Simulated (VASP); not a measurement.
# CaO in VASP: notebook, part 3 of 3

VASP 6.6.1. The steps go on from the part before.

## 5. Single point, HSE06 (strain -0.5%)

Contents of POSCAR:

```
CaO
1.0
    0.0000000000      2.3855623759      2.3855623759
    2.3855623759      0.0000000000      2.3855623759
    2.3855623759      2.3855623759      0.0000000000
Ca O
1 1
Direct
    0.0000000000      0.0000000000      0.0000000000
    0.5000000000      0.5000000000      0.5000000000
```

Contents of INCAR.step1:

```
SYSTEM = CaO
PREC = Accurate ; ENCUT = 520
EDIFF = 1E-5 ; ISMEAR = 0
SIGMA = 0.01 ; LREAL = .FALSE.
LASPH = .TRUE. ; NELM = 60
ALGO = Normal ; ISIF = 2
LWAVE = .TRUE. ; LCHARG = .FALSE.
GGA = PE ; NBANDS = 15
```

Contents of INCAR.step2:

```
SYSTEM = CaO
PREC = Accurate ; ENCUT = 520
EDIFF = 1E-7 ; ISMEAR = 0
SIGMA = 0.01 ; LREAL = .FALSE.
LASPH = .TRUE. ; NELM = 60
ALGO = Normal ; ISIF = 2
LWAVE = .FALSE. ; LCHARG = .FALSE.
GGA = PE ; LHFCALC = .TRUE.
HFSCREEN = 0.2079 ; PRECFOCK = Normal
ISTART = 1 ; NBANDS = 15
```

Contents of KPOINTS:

```
Automatic mesh
0
G
  6 6 6
  0 0 0
```

Potentials or basis: VASP PAW PBE potentials, release 64 (Ca_sv, O).

On the command line:

```sh
$ cat potpaw_PBE.64/Ca_sv/POTCAR potpaw_PBE.64/O/POTCAR > POTCAR
$ cp INCAR.step1 INCAR
$ mpirun -np 1 vasp_std > vasp.out
$ cp INCAR.step2 INCAR
$ mpirun -np 1 vasp_std > vasp.out
```

OUTCAR:

```text
SYSTEM = CaO
   PREC = Accurate
   ENCUT = 520
   EDIFF = 1E-7
   ISMEAR = 0
   LREAL = .FALSE.
   LASPH = .TRUE.
   NELM = 60
   ISIF = 2
   GGA = PE
   LHFCALC = .TRUE.
   HFSCREEN = 0.2079
   PRECFOCK = Normal
   ISTART = 1

 ion  position               nearest neighbor table
   1  0.000  0.000  0.000-   2 2.39   2 2.39   2 2.39   2 2.39   2 2.39   2 2.39
   2  0.500  0.500  0.500-   1 2.39   1 2.39   1 2.39   1 2.39   1 2.39   1 2.39

  LATTYP: Found a face centered cubic cell.
 ALAT       =     4.7711247518

  Lattice vectors:

 A1 = (   0.0000000000,   2.3855623759,   2.3855623759)
 A2 = (   2.3855623759,   0.0000000000,   2.3855623759)
 A3 = (   2.3855623759,   2.3855623759,   0.0000000000)

Analysis of symmetry for initial positions (statically):
=====================================================================
 Subroutine PRICEL returns:
 Original cell was already a primitive cell.

 Routine SETGRP: Setting up the symmetry group for a
 face centered cubic supercell.

 Subroutine GETGRP returns: Found 48 space group operations
 (whereof 48 operations were pure point group operations)
 out of a pool of 48 trial point group operations.

The static configuration has the point symmetry O_h .

Analysis of symmetry for dynamics (positions and initial velocities):
=====================================================================
 Subroutine PRICEL returns:
 Original cell was already a primitive cell.

 Routine SETGRP: Setting up the symmetry group for a
 face centered cubic supercell.

 Subroutine GETGRP returns: Found 48 space group operations
 (whereof 48 operations were pure point group operations)
 out of a pool of 48 trial point group operations.

The dynamic configuration has the point symmetry O_h .

 Subroutine INISYM returns: Found 48 space group operations
 (whereof 48 operations are pure point group operations),
 and found     1 'primitive' translations

----------------------------------------------------------------------------------------

                                     Primitive cell

  volume of cell :      27.1520

  direct lattice vectors                    reciprocal lattice vectors
     0.000000000  2.385562376  2.385562376    -0.209594184  0.209594184  0.209594184
     2.385562376  0.000000000  2.385562376     0.209594184 -0.209594184  0.209594184
     2.385562376  2.385562376  0.000000000     0.209594184  0.209594184 -0.209594184

  length of vectors
     3.373694666  3.373694666  3.373694666     0.363027776  0.363027776  0.363027776

  position of ions in fractional coordinates (direct lattice)
     0.000000000  0.000000000  0.000000000
     0.500000000  0.500000000  0.500000000

  ion indices of the primitive-cell ions
   primitive index   ion index
                 1           1
                 2           2

----------------------------------------------------------------------------------------

 KPOINTS: Automatic mesh

Automatic generation of k-mesh.
 Grid dimensions read from file:
 generate k-points for:    6    6    6

 Generating k-lattice:

  Cartesian coordinates                     Fractional coordinates (reciprocal lattice)
[... 41 lines left out ...]
 SYSTEM =  CaO
   PREC   = accura    normal or accurate (medium, high low for compatibility)
   ISTART =      1    job   : 0-new  1-cont  2-samecut
   ICHARG =      0    charge: 1-file 2-atom 10-const
   ISPIN  =      1    spin polarized calculation?
   LNONCOLLINEAR =      F non collinear calculations
   LSORBIT =      F    spin-orbit coupling
   LASPH  =      T    aspherical Exc in radial PAW
   ENCUT  =  520.0 eV  38.22 Ry    6.18 a.u.   6.27  6.27  6.27*2*pi/ulx,y,z
   NELM   =     60;   NELMIN=  2; NELMDL=  0     # of ELM steps
   EDIFF  = 0.1E-06   stopping-criterion for ELM
   LREAL  =      F    real-space projection
   EDIFFG = 0.1E-05   stopping-criterion for IOM
   NSW    =      0    number of steps for IOM
   IBRION =     -1    ionic relax: 0-MD 1-quasi-New 2-CG
   NFREE  =      0    steps in history (QN), initial steepest desc. (CG)
   ISIF   =      2    stress and relaxation
   ISYM   =      3    0-nonsym 1-usesym 2-fastsym
   POTIM  = 0.5000    time-step for ionic-motion
   TEBEG  =    0.0;   TEEND  =   0.0 temperature during run
   PSTRESS=    0.0 pullay stress
   NELECT =      16.0000    total number of electrons
   NUPDOWN=      -1.0000    fix difference up-down
   EMIN   =  10.00;   EMAX   =-10.00  energy-range for DOS
   EFERMI =   0.00;   METHOD = LEGACY
   ISMEAR =     0;   SIGMA  =   0.01  broadening in eV -4-tet -1-fermi 0-gaus
   EFERMI_NEDOS =   21; number of points for ismear=-14 and -15
   IALGO  =     38    algorithm
   IMIX   =      1    mixing-type and parameters
     AMIX     =   0.40;   BMIX     =  1.00
     AMIX_MAG =   1.60;   BMIX_MAG =  1.00
  volume/ion in A,a.u.               =      13.58        91.62
  Fermi-wavevector in a.u.,A,eV,Ry     =   1.372505  2.593659 25.630260  1.883771
  Thomas-Fermi vector in A             =   2.498106
   LORBIT       =      0    0 simple, 1 ext, 2 COOP (PROOUT), +10 PAW based schemes
   GGA     = PE    functional components
   LHFCALC =     T    Hartree Fock is set to
   PRECFOCK=normal    Normal, Fast or Accurate (Low or Medium for compatibility)
   ENCUT4O =  -1.0   cutoff for four orbital integrals eV
   NKREDX  =     1    reduce k-point grid by
   NKREDY  =     1    reduce k-point grid by
   NKREDZ  =     1    reduce k-point grid by
   AEXX    =    0.2500 exact exchange contribution
   HFSCREEN=    0.2079 screening length (either q_TF or 0.3 A-1)
   HFSCREENC=   0.2079 screening length for correlation (either q_TF or 0.3 A-1)
   ENCUTFOCK=  -1.0 apply spherical cutoff to Coloumb kernel
   IVDW    =     0    specifies the selected vdW correction
   LEPSILON=     F    determine dielectric tensor
   LRPA    =     F    only Hartree local field effects (RPA)
 non-spin polarized calculation
 Gauss-broadening in eV      SIGMA  =   0.01
  energy-cutoff  :      520.00
  volume of cell :       27.15
 maximum number of plane-waves:       751
 NGX is ok and might be reduce to    28
  NGX = 20; NGY = 20; NGZ = 20

 number of electron      15.9999997 magnetization

 Free energy of the ion-electron system (eV)
  ---------------------------------------------------
  ext. energy  EPLUGINS =         0.00000000
  ---------------------------------------------------
  free energy    TOTEN  =       -14.87210713 eV

  energy without entropy =      -14.87210713  energy(sigma->0) =      -14.87210713

 E-fermi :   1.4953     XC(G=0):  -8.7009

 val. band max:        1.4116522292   @ k =   0.0000   0.0000   0.0000
 cond. band min:       6.7038076231   @ k =   0.5000   0.5000   0.0000
 fundamental gap:      5.2921553938
 Fermi energy:         1.4952707671

 k-point     1 :       0.0000    0.0000    0.0000
  band No.  band energies     occupation
      1     -38.6820      2.00000
      2     -17.9546      2.00000
      3     -17.9546      2.00000
      4     -17.9546      2.00000
      5     -15.6727      2.00000
      6       1.4117      2.00000
      7       1.4117      2.00000
      8       1.4117      2.00000
      9       7.8293      0.00000
     10       9.6589      0.00000
     11       9.6589      0.00000
     12       9.6589      0.00000
     13      11.3263      0.00000
     14      11.3263      0.00000
[... 257 lines left out ...]
      2     -18.5349      2.00000
      3     -18.4520      2.00000
      4     -18.3216      2.00000
      5     -15.0021      2.00000
      6       0.0893      2.00000
      7       0.2301      2.00000
      8       0.5451      2.00000
      9       8.2229      0.00000
     10      11.2255      0.00000
     11      12.0818      0.00000
     12      13.5132      0.00000
     13      13.6056      0.00000
     14      16.7357      0.00000
     15      17.3040      0.00000

------------------------ aborting loop because EDIFF is reached ----------------------------------------

  FORCE on cell =-STRESS in cart. coord.  units (eV):
  Direction    XX          YY          ZZ          XY          YZ          ZX
  --------------------------------------------------------------------------------------
  -------------------------------------------------------------------------------------
  Total        0.4746499      0.4746499      0.4746499      0.0000000     -0.0000000      0.0000000
  in kB       28.0079711     28.0079711     28.0079711      0.0000000     -0.0000000      0.0000000
  external PRESSURE =      28.0079711 kB  Pullay stress =       0.0000000 kB

 VOLUME and BASIS-vectors are now :
 -----------------------------------------------------------------------------
  energy-cutoff  :      520.00
  volume of cell :       27.15
      direct lattice vectors                 reciprocal lattice vectors
     0.000000000  2.385562376  2.385562376    -0.209594184  0.209594184  0.209594184
     2.385562376  0.000000000  2.385562376     0.209594184 -0.209594184  0.209594184
     2.385562376  2.385562376  0.000000000     0.209594184  0.209594184 -0.209594184

 POSITION                                       TOTAL-FORCE (eV/Angst)
 -----------------------------------------------------------------------------------
      0.00000      0.00000      0.00000        -0.000000     -0.000000     -0.000000
      2.38556      2.38556      2.38556         0.000000      0.000000      0.000000
 -----------------------------------------------------------------------------------
    total drift:                               -0.000000     -0.000000     -0.000000

  FREE ENERGIE OF THE ION-ELECTRON SYSTEM (eV)
  ---------------------------------------------------
  free  energy   TOTEN  =       -14.8721071291 eV

  energy  without entropy=      -14.8721071291  energy(sigma->0) =      -14.87210713
```

Run time: 19 min. Hardware: 1 thread of AMD EPYC 9R45 (Zen 5), shared host; peak memory 0.24 GiB.

What came out:

```
Free energy            : -14.8721 eV
Pressure               : 2.8 GPa
Band gap on the k mesh : 5.29 eV (least direct gap 5.71 eV)
```

Caveat: the cell differs from its parent crystal (strain -0.5%); the PAW data sets were made with another functional, which shifts forces and pressure a little. A k mesh can miss the band edges.

## 6. Summary

| level | cell | k mesh | smearing | grid for exact exchange (PRECFOCK) | share of exact exchange | screening parameter | gap on the mesh (eV) | pressure (GPa) |
| --- | --- | --- | --- | --- | --- | --- | --- | --- |
| PBE | a = 3.391, b = 3.391, c = 3.357 Å, angles 60.3, 60.3, 60.7°, 2 atoms | 10 × 10 × 10 | fermi-dirac 0.02 eV | - | - | - | 3.60 | 3.1 |
| r2SCAN | a = 3.379 Å, angles 60.2°, 2 atoms | 10 × 10 × 10 | gaussian 0.01 eV | - | - | - | 4.17 | 1.7 |
| r2SCAN | a = 3.391, b = 3.391, c = 3.357 Å, angles 60.3, 60.3, 60.7°, 2 atoms | 10 × 10 × 10 | gaussian 0.01 eV | - | - | - | 4.15 | 1.1 |
| HSE06 | a = 3.374 Å, angles 60.0°, 2 atoms | 6 × 6 × 6 | gaussian 0.01 eV | Normal | 0.25 | 0.2079 1/Å | 5.29 | 2.8 |

Alike in all rows: task single point; potentials or basis VASP PAW PBE potentials, release 64 (Ca_sv, O); no spin polarisation; cutoff (eV) 520.

Caveats: the PAW data sets were made with another functional, which shifts forces and pressure a little (at least some runs); the cell stands under pressure (at least some runs).

Absolute energies hang on the potentials; compare differences alone.
